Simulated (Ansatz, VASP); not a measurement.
# Ge: VASP beside Ansatz

```xyz
2
Lattice="-0.1152 2.8805 2.8229 2.8805 -0.1152 2.8229 2.7653 2.7653 0.0000" Properties=species:S:1:pos:R:3 pbc="T T T"
Ge    2.7653    2.7653    2.8229
Ge    4.1480    4.1480    4.2344
```

Change from the starting cell: engineering shear strain xy -0.0800, normal strain along z -0.0200.

Alike in both runs: task single point; functional PBE; k mesh 14 × 14 × 14; occupations gaussian, width 0.15 eV; no spin polarisation.

```csv
,VASP,Ansatz
version,VASP 6.6.1,Ansatz 0.2.0
potentials or method,"VASP PAW PBE potentials, release 64 (Ge_d), cutoff 520 eV","scalar-relativistic, plane waves, PAW"
valence electrons in the cell,28,28
```

VASP gave:

```
gap on the k mesh at the Fermi level (eV)                     : none
pressure (GPa)                                                : 1.9
traceless stress, the component that is largest in VASP (GPa) : 6.15
rms of the force components (eV/Å)                            : 0.381
```

Q: Estimate Ansatz's values.

A: gap on the k mesh at the Fermi level (eV): none; pressure (GPa): 1.9; traceless stress, the component that is largest in VASP (GPa): 6.16; rms of the force components (eV/Å): 0.384.

Atom by atom the forces differ by 0.002 eV/Å (rms over components). A gap of «none» marks a metal or a gap that the smearing closes.
